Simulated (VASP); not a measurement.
# SnSe (I4/mmm) in VASP: notebook

SnSe is run at these levels: PBEsol; tasks: single point.

Program: VASP 6.6.1. These are calculated values, not measurements. Logs are shortened: lines on timing, memory, paths and dates and some standing lists are left out, and cuts for length are marked.

## 1. The cell of the first run

It takes space group I4/mmm (No. 139, tetragonal). Conventional cell: a = 4.204 Å, b = 4.204 Å, c = 5.797 Å, α = 90.00°, β = 90.00°, γ = 90.00°. Sn (site symmetry 4/mmm) has 6 Se at 2.90 to 2.97 Å within 3.8 Å. Se (site symmetry 4/mmm) has 6 Sn at 2.90 to 2.97 Å within 3.8 Å.

## 2. Single point, PBEsol (strain -0.0250 x Voigt [1, 0, 0, 0, 0, 0])

INCAR reads:

```
SYSTEM = SnSe
PREC = Accurate
ENCUT = 520
EDIFF = 1E-6
ISMEAR = 0
SIGMA = 0.05
LREAL = .False.
LASPH = .True.
NELM = 80
ALGO = Normal
ISIF = 2
LWAVE = .False.
LCHARG = .True.
GGA = PS
LELF = .True.
LVHAR = .True.
NBANDS = 17
```

KPOINTS reads:

```
Automatic mesh
0
Gamma
  8 8 8
  0 0 0
```

POSCAR reads:

```
SnSe
1.0
    0.0000000000      2.9727546651      2.9727546651
    2.8984357985      0.0000000000      2.9727546651
    2.8984357985      2.9727546651      0.0000000000
Sn Se
1 1
Direct
    0.0000000000      0.0000000000      0.0000000000
    0.5000000000      0.5000000000      0.5000000000
```

Potentials or basis: VASP PAW PBE potentials, release 64 (Sn_d, Se).

Launch:

```
$ cat potpaw_PBE.64/Sn_d/POTCAR potpaw_PBE.64/Se/POTCAR > POTCAR
$ mpirun -np 1 vasp_std > vasp.out
```

OUTCAR:

```text
SYSTEM = SnSe
   PREC = Accurate
   ENCUT = 520
   EDIFF = 1E-6
   ISMEAR = 0
   LREAL = .False.
   LASPH = .True.
   NELM = 80
   ISIF = 2
   GGA = PS

 ion  position               nearest neighbor table
   1  0.000  0.000  0.000-   2 2.90   2 2.90   2 2.97   2 2.97   2 2.97   2 2.97
   2  0.500  0.500  0.500-   1 2.90   1 2.90   1 2.97   1 2.97   1 2.97   1 2.97

  LATTYP: Found a body centered tetragonal cell.
 ALAT       =     4.2041099650
 C/A-ratio  =     1.3788582233

  Lattice vectors:

 A1 = (  -2.8984357985,   0.0000000000,  -2.9727546651)
 A2 = (  -2.8984357985,   0.0000000000,   2.9727546651)
 A3 = (   2.8984357985,   2.9727546651,   0.0000000000)

Analysis of symmetry for initial positions (statically):
=====================================================================
 Subroutine PRICEL returns:
 Original cell was already a primitive cell.

 Routine SETGRP: Setting up the symmetry group for a
 body centered tetragonal supercell.

 Subroutine GETGRP returns: Found 16 space group operations
 (whereof 16 operations were pure point group operations)
 out of a pool of 16 trial point group operations.

The static configuration has the point symmetry D_4h.

Analysis of symmetry for dynamics (positions and initial velocities):
=====================================================================
 Subroutine PRICEL returns:
 Original cell was already a primitive cell.

 Routine SETGRP: Setting up the symmetry group for a
 body centered tetragonal supercell.

 Subroutine GETGRP returns: Found 16 space group operations
 (whereof 16 operations were pure point group operations)
 out of a pool of 16 trial point group operations.

The dynamic configuration has the point symmetry D_4h.

 Subroutine INISYM returns: Found 16 space group operations
 (whereof 16 operations are pure point group operations),
 and found     1 'primitive' translations

----------------------------------------------------------------------------------------

                                     Primitive cell

  volume of cell :      51.2285

  direct lattice vectors                    reciprocal lattice vectors
     0.000000000  2.972754665  2.972754665    -0.172506840  0.168194169  0.168194169
     2.898435798  0.000000000  2.972754665     0.172506840 -0.168194169  0.168194169
     2.898435798  2.972754665  0.000000000     0.172506840  0.168194169 -0.168194169

[... 75 lines left out ...]
   ISTART =      0    job   : 0-new  1-cont  2-samecut
   ICHARG =      2    charge: 1-file 2-atom 10-const
   ISPIN  =      1    spin polarized calculation?
   LNONCOLLINEAR =      F non collinear calculations
   LSORBIT =      F    spin-orbit coupling
   LASPH  =      T    aspherical Exc in radial PAW
   ENCUT  =  520.0 eV  38.22 Ry    6.18 a.u.   7.82  7.72  7.72*2*pi/ulx,y,z
   NELM   =     80;   NELMIN=  2; NELMDL= -5     # of ELM steps
   EDIFF  = 0.1E-05   stopping-criterion for ELM
   LREAL  =      F    real-space projection
   EDIFFG = 0.1E-04   stopping-criterion for IOM
   NSW    =      0    number of steps for IOM
   IBRION =     -1    ionic relax: 0-MD 1-quasi-New 2-CG
   NFREE  =      0    steps in history (QN), initial steepest desc. (CG)
   ISIF   =      2    stress and relaxation
   ISYM   =      2    0-nonsym 1-usesym 2-fastsym
   POTIM  = 0.5000    time-step for ionic-motion
   TEBEG  =    0.0;   TEEND  =   0.0 temperature during run
   PSTRESS=    0.0 pullay stress
   NELECT =      20.0000    total number of electrons
   NUPDOWN=      -1.0000    fix difference up-down
   EMIN   =  10.00;   EMAX   =-10.00  energy-range for DOS
   EFERMI =   0.00;   METHOD = LEGACY
   ISMEAR =     0;   SIGMA  =   0.05  broadening in eV -4-tet -1-fermi 0-gaus
   EFERMI_NEDOS =   21; number of points for ismear=-14 and -15
   IALGO  =     38    algorithm
   IMIX   =      4    mixing-type and parameters
     AMIX     =   0.40;   BMIX     =  1.00
     AMIX_MAG =   1.60;   BMIX_MAG =  1.00
  volume/ion in A,a.u.               =      25.61       172.85
  Fermi-wavevector in a.u.,A,eV,Ry     =   1.196504  2.261065 19.478404  1.431622
  Thomas-Fermi vector in A             =   2.332443
   LORBIT       =      0    0 simple, 1 ext, 2 COOP (PROOUT), +10 PAW based schemes
   GGA     = PS    functional components
   LHFCALC =     F    Hartree Fock is set to
   AEXX    =    0.0000 exact exchange contribution
   IVDW    =     0    specifies the selected vdW correction
   LEPSILON=     F    determine dielectric tensor
   LRPA    =     F    only Hartree local field effects (RPA)
 non-spin polarized calculation
 Gauss-broadening in eV      SIGMA  =   0.05
  energy-cutoff  :      520.00
  volume of cell :       51.23
 maximum number of plane-waves:      1395
   NGX = 15   NGY = 15   NGZ = 15

 number of electron      20.0000000 magnetization

 Free energy of the ion-electron system (eV)
  ---------------------------------------------------
  ext. energy  EPLUGINS =         0.00000000
  ---------------------------------------------------
  free energy    TOTEN  =        -8.96844774 eV

  energy without entropy =       -8.96844774  energy(sigma->0) =       -8.96844774

 E-fermi :   6.3836     XC(G=0): -10.0609

 val. band max:        6.0751943533   @ k =  -0.2500   0.1250   0.0000
 cond. band min:       6.7995351060   @ k =   0.5000   0.1250   0.1250
 fundamental gap:      0.7243407528
 Fermi energy:         6.3835536090

 k-point     1 :       0.0000    0.0000    0.0000
  band No.  band energies     occupation
      1     -15.3294      2.00000
      2     -15.3262      2.00000
      3     -15.3206      2.00000
      4     -15.3204      2.00000
      5     -15.3204      2.00000
      6      -8.1688      2.00000
[... 457 lines left out ...]
      4     -15.3130      2.00000
      5     -15.3112      2.00000
      6      -7.4882      2.00000
[... 9 lines left out ...]
     16      15.3402      0.00000
     17      17.1107      0.00000

 [... further k-points ...]
[... 5 lines left out ...]
  --------------------------------------------------------------------------------------
  -------------------------------------------------------------------------------------
  Total        1.3678885      0.0964220      0.0964220      0.0000000      0.0000000     -0.0000000
  in kB       42.7808536      3.0156081      3.0156081      0.0000000      0.0000000     -0.0000000
  external PRESSURE =      16.2706899 kB  Pullay stress =       0.0000000 kB

 VOLUME and BASIS-vectors are now :
 -----------------------------------------------------------------------------
  energy-cutoff  :      520.00
  volume of cell :       51.23
      direct lattice vectors                 reciprocal lattice vectors
     0.000000000  2.972754665  2.972754665    -0.172506840  0.168194169  0.168194169
     2.898435798  0.000000000  2.972754665     0.172506840 -0.168194169  0.168194169
     2.898435798  2.972754665  0.000000000     0.172506840  0.168194169 -0.168194169

 POSITION                                       TOTAL-FORCE (eV/Angst)
 -----------------------------------------------------------------------------------
      0.00000      0.00000      0.00000         0.000000     -0.000000     -0.000000
      2.89844      2.97275      2.97275        -0.000000      0.000000      0.000000
 -----------------------------------------------------------------------------------
    total drift:                                0.000000     -0.000000     -0.000000

  FREE ENERGIE OF THE ION-ELECTRON SYSTEM (eV)
  ---------------------------------------------------
  free  energy   TOTEN  =        -8.9684477373 eV

  energy  without entropy=       -8.9684477373  energy(sigma->0) =       -8.96844774
```

OSZICAR:

```text
N       E                     dE             d eps       ncg     rms          rms(c)
DAV:   1     0.132842827966E+03    0.13284E+03   -0.98385E+03  2071   0.146E+03
DAV:   2     0.345656195573E+01   -0.12939E+03   -0.12527E+03  2208   0.355E+02
DAV:   3    -0.878858376579E+01   -0.12245E+02   -0.12150E+02  2391   0.934E+01
DAV:   4    -0.910342985718E+01   -0.31485E+00   -0.31460E+00  2463   0.156E+01
DAV:   5    -0.911219571809E+01   -0.87659E-02   -0.87653E-02  2869   0.258E+00    0.339E+00
DAV:   6    -0.897358850787E+01    0.13861E+00   -0.31449E-01  2983   0.388E+00    0.206E+00
DAV:   7    -0.896866599241E+01    0.49225E-02   -0.63054E-02  2434   0.129E+00    0.897E-01
DAV:   8    -0.896853806476E+01    0.12793E-03   -0.61873E-03  2580   0.698E-01    0.740E-02
DAV:   9    -0.896843934545E+01    0.98719E-04   -0.97710E-04  2983   0.263E-01    0.404E-02
DAV:  10    -0.896844622458E+01   -0.68791E-05   -0.96322E-05  2492   0.689E-02    0.783E-03
DAV:  11    -0.896844773795E+01   -0.15134E-05   -0.85105E-06  2744   0.224E-02    0.285E-03
DAV:  12    -0.896844773727E+01    0.68303E-09   -0.28645E-07  1273   0.745E-03
   1 F= -.89684477E+01 E0= -.89684477E+01  d E =-.267432E-19
```

Run time: 39 s. Hardware: 1 thread of Intel Xeon Platinum 8259CL at 2.50GHz (Skylake/Cascade Lake), shared host; peak memory 0.2 GiB.

Results:

- Free energy: -8.9684 eV
- Pressure: 1.6 GPa
- Band gap on the k mesh: 0.72 eV, indirect (least direct gap 0.84 eV)

Stress tensor (GPa, compression positive):
```
4.28 0.00 0.00
0.00 0.30 0.00
0.00 0.00 0.30
```

Caveat: the cell differs from its parent crystal (strain -0.0250 x Voigt [1, 0, 0, 0, 0, 0]); the PAW data sets were made with another functional, which shifts forces and pressure a little; spin-orbit coupling is left out, which moves the levels of the heavy elements. A k mesh can miss the band edges.

## 3. Single point, PBEsol (strain +0.0250 x Voigt [1, 0, 0, 0, 0, 0])

INCAR reads:

```
SYSTEM = SnSe
ALGO     = Normal         ! electronic algorithm
EDIFF    = 1E-6           ! SCF threshold, eV
ENCUT    = 520            ! plane-wave cutoff, eV
GGA      = PS             ! functional
ISIF     = 2              ! what is computed and relaxed
ISMEAR   = 0              ! smearing method
LASPH    = .True.         ! aspherical terms in the spheres
LCHARG   = .True.         ! write CHGCAR
LELF     = .True.         ! ELF
LREAL    = .False.        ! projectors in reciprocal space
LVHAR    = .True.       
LWAVE    = .False.        ! write WAVECAR
NBANDS   = 17             ! bands
NELM     = 60             ! most SCF steps
PREC     = Accurate       ! precision mode
SIGMA    = 0.05           ! smearing width, eV
```

KPOINTS reads:

```
k-points
0
Gamma
  8 8 8
  0 0 0
```

POSCAR reads:

```
SnSe
1.0
    0.0000000000      2.9727546651      2.9727546651
    3.0470735317      0.0000000000      2.9727546651
    3.0470735317      2.9727546651      0.0000000000
Sn Se
1 1
Direct
    0.0000000000      0.0000000000      0.0000000000
    0.5000000000      0.5000000000      0.5000000000
```

Potentials or basis: VASP PAW PBE potentials, release 64 (Sn_d, Se).

Launch:

```
$ cat potpaw_PBE.64/Sn_d/POTCAR potpaw_PBE.64/Se/POTCAR > POTCAR
$ mpirun -np 1 vasp_std > vasp.out
```

It took 41 s on 1 thread of Intel Xeon Platinum 8259CL at 2.50GHz (Skylake/Cascade Lake), shared host; peak memory 0.2 GiB.

The run converged. Its results:

```yaml
Free_energy: -8.9726 eV
Pressure: -1.2 GPa
Band_gap_on_the_k_mesh: 0.71 eV, indirect (least direct gap 0.72 eV)
```

Stress tensor (GPa, compression positive):
```
-3.13  0.00  0.00
 0.00 -0.26  0.00
 0.00  0.00 -0.26
```

Levels at points of the mesh, in eV from the valence-band top:
```
           k point  band 6  band 7  band 8  band 9  band 10  band 11  band 12  band 13  band 14  band 15
(0.00, 0.00, 0.00)  -13.87   -4.96   -2.20   -2.20    -1.96     4.05     4.63     4.63     5.77     5.95
(0.50, 0.00, 0.00)  -12.90   -8.05   -1.90   -1.85     0.00     0.72     1.25     1.37     8.25    10.15
(0.50, 0.50, 0.00)  -12.58   -5.97   -5.51   -3.77    -3.49     2.95     5.15     5.75     6.22    10.52
(0.00, 0.50, 0.50)  -12.67   -5.87   -5.46   -3.57    -3.57     3.03     5.58     5.58     5.89    10.61
```

Caveat: the cell differs from its parent crystal (strain +0.0250 x Voigt [1, 0, 0, 0, 0, 0]); the PAW data sets were made with another functional, which shifts forces and pressure a little; spin-orbit coupling is left out, which moves the levels of the heavy elements. A k mesh can miss the band edges.

## 4. Single point, PBEsol (strain +0.0500 x Voigt [1, 0, 0, 0, 0, 0])

INCAR reads:

```
SYSTEM = SnSe
PREC = Accurate
ENCUT = 520
EDIFF = 1E-6
ISMEAR = 0
SIGMA = 0.05
LREAL = .False.
LASPH = .True.
NELM = 60
ALGO = Normal
ISIF = 2
LWAVE = .False.
LCHARG = .False.
GGA = PS
NBANDS = 17
```

KPOINTS reads:

```
regular mesh
0
Gamma
  8 8 8
  0 0 0
```

POSCAR reads:

```
SnSe
1.0
    0.0000000000      2.9727546651      2.9727546651
    3.1213923984      0.0000000000      2.9727546651
    3.1213923984      2.9727546651      0.0000000000
Sn Se
1 1
Direct
    0.0000000000      0.0000000000      0.0000000000
    0.5000000000      0.5000000000      0.5000000000
```

Potentials or basis: VASP PAW PBE potentials, release 64 (Sn_d, Se).

Launch:

```
$ cat potpaw_PBE.64/Sn_d/POTCAR potpaw_PBE.64/Se/POTCAR > POTCAR
$ mpirun -np 1 vasp_std > vasp.out
```

OUTCAR:

```text
SYSTEM = SnSe
   PREC = Accurate
   ENCUT = 520
   EDIFF = 1E-6
   ISMEAR = 0
   LREAL = .False.
   LASPH = .True.
   NELM = 60
   ISIF = 2
   GGA = PS

 ion  position               nearest neighbor table
   1  0.000  0.000  0.000-   2 2.97   2 2.97   2 2.97   2 2.97   2 3.12   2 3.12
   2  0.500  0.500  0.500-   1 2.97   1 2.97   1 2.97   1 2.97   1 3.12   1 3.12

  LATTYP: Found a body centered tetragonal cell.
 ALAT       =     4.2041099650
 C/A-ratio  =     1.4849242405

  Lattice vectors:

 A1 = (   3.1213923984,   0.0000000000,   2.9727546651)
 A2 = (   3.1213923984,   0.0000000000,  -2.9727546651)
[... 650 lines left out ...]
      6      -7.8893      2.00000
[... 9 lines left out ...]
     16      14.3052      0.00000
     17      14.6826      0.00000

 [... further k-points ...]
[... 5 lines left out ...]
  --------------------------------------------------------------------------------------
  -------------------------------------------------------------------------------------
  Total       -1.8455444     -0.1850970     -0.1850970      0.0000000      0.0000000     -0.0000000
  in kB      -53.5967638     -5.3754341     -5.3754341      0.0000000      0.0000000     -0.0000000
  external PRESSURE =     -21.4492106 kB  Pullay stress =       0.0000000 kB

 VOLUME and BASIS-vectors are now :
 -----------------------------------------------------------------------------
  energy-cutoff  :      520.00
  volume of cell :       55.17
      direct lattice vectors                 reciprocal lattice vectors
     0.000000000  2.972754665  2.972754665    -0.160184923  0.168194169  0.168194169
     3.121392398  0.000000000  2.972754665     0.160184923 -0.168194169  0.168194169
     3.121392398  2.972754665  0.000000000     0.160184923  0.168194169 -0.168194169

 POSITION                                       TOTAL-FORCE (eV/Angst)
 -----------------------------------------------------------------------------------
      0.00000      0.00000      0.00000         0.000000     -0.000000      0.000000
      3.12139      2.97275      2.97275         0.000000      0.000000     -0.000000
 -----------------------------------------------------------------------------------
    total drift:                                0.000000     -0.000000     -0.000000

  FREE ENERGIE OF THE ION-ELECTRON SYSTEM (eV)
  ---------------------------------------------------
  free  energy   TOTEN  =        -8.9376607154 eV

  energy  without entropy=       -8.9376607154  energy(sigma->0) =       -8.93766072
```

OSZICAR:

```text
N       E                     dE             d eps       ncg     rms          rms(c)
DAV:   1     0.132229186181E+03    0.13223E+03   -0.98216E+03  2018   0.142E+03
DAV:   2     0.375142387483E+01   -0.12848E+03   -0.12418E+03  2193   0.346E+02
DAV:   3    -0.877258215847E+01   -0.12524E+02   -0.12385E+02  2410   0.941E+01
DAV:   4    -0.910948345855E+01   -0.33690E+00   -0.33647E+00  2440   0.162E+01
DAV:   5    -0.911841749966E+01   -0.89340E-02   -0.89335E-02  2852   0.263E+00    0.299E+00
DAV:   6    -0.894202084658E+01    0.17640E+00   -0.43363E-01  2953   0.419E+00    0.177E+00
DAV:   7    -0.893779028313E+01    0.42306E-02   -0.71002E-02  2409   0.130E+00    0.861E-01
DAV:   8    -0.893781894648E+01   -0.28663E-04   -0.73057E-03  2513   0.728E-01    0.956E-02
DAV:   9    -0.893763227890E+01    0.18667E-03   -0.12927E-03  2828   0.267E-01    0.438E-02
DAV:  10    -0.893765894501E+01   -0.26666E-04   -0.11292E-04  2412   0.680E-02    0.920E-03
DAV:  11    -0.893766067564E+01   -0.17306E-05   -0.69314E-06  2693   0.206E-02    0.202E-03
DAV:  12    -0.893766071543E+01   -0.39787E-07   -0.22524E-07  1386   0.576E-03
   1 F= -.89376607E+01 E0= -.89376607E+01  d E =-.960359E-19
```

It took 39 s on 1 thread of Intel Xeon Platinum 8259CL at 2.50GHz (Skylake/Cascade Lake), shared host; peak memory 0.21 GiB.

Results:

| Property | Result |
| --- | --- |
| Free energy | -8.9377 eV |
| Pressure | -2.1 GPa |
| Band gap on the k mesh | 0.66 eV, direct |

Levels at points of the mesh, in eV from the valence-band top:
| k point | band 6 | band 7 | band 8 | band 9 | band 10 | band 11 | band 12 | band 13 | band 14 | band 15 |
| --- | --- | --- | --- | --- | --- | --- | --- | --- | --- | --- |
| (0.00, 0.00, 0.00) | -13.72 | -5.04 | -2.21 | -2.21 | -1.77 | 3.63 | 4.72 | 4.72 | 5.68 | 6.04 |
| (0.50, 0.00, 0.00) | -12.80 | -7.95 | -1.87 | -1.77 | 0.00 | 0.66 | 1.22 | 1.44 | 8.17 | 10.02 |
| (0.50, 0.50, 0.00) | -12.47 | -6.00 | -5.37 | -3.81 | -3.27 | 3.01 | 4.72 | 5.86 | 6.18 | 10.24 |
| (0.00, 0.50, 0.50) | -12.66 | -5.80 | -5.27 | -3.44 | -3.44 | 3.16 | 5.53 | 5.53 | 5.53 | 10.54 |

Caveat: the cell differs from its parent crystal (strain +0.0500 x Voigt [1, 0, 0, 0, 0, 0]); the PAW data sets were made with another functional, which shifts forces and pressure a little; spin-orbit coupling is left out, which moves the levels of the heavy elements.

## 5. Summary

| cell | gap on the mesh (eV) | pressure (GPa) |
| --- | --- | --- |
| a = 4.204, b = 4.152, c = 4.152 Å, angles 60.8, 59.6, 59.6°, 2 atoms | 0.72 | 1.6 |
| a = 4.204, b = 4.257, c = 4.257 Å, angles 59.2, 60.4, 60.4°, 2 atoms | 0.71 | -1.2 |
| a = 4.204, b = 4.310, c = 4.310 Å, angles 58.4, 60.8, 60.8°, 2 atoms | 0.66 | -2.1 |

Alike in all rows: task single point; level PBEsol; potentials or basis VASP PAW PBE potentials, release 64 (Sn_d, Se); no spin polarisation; k mesh 8 × 8 × 8; cutoff (eV) 520; smearing gaussian 0.05 eV.

Caveats: the PAW data sets were made with another functional, which shifts forces and pressure a little; spin-orbit coupling is left out, which moves the levels of the heavy elements.

Absolute energies hang on the potentials; compare differences alone.
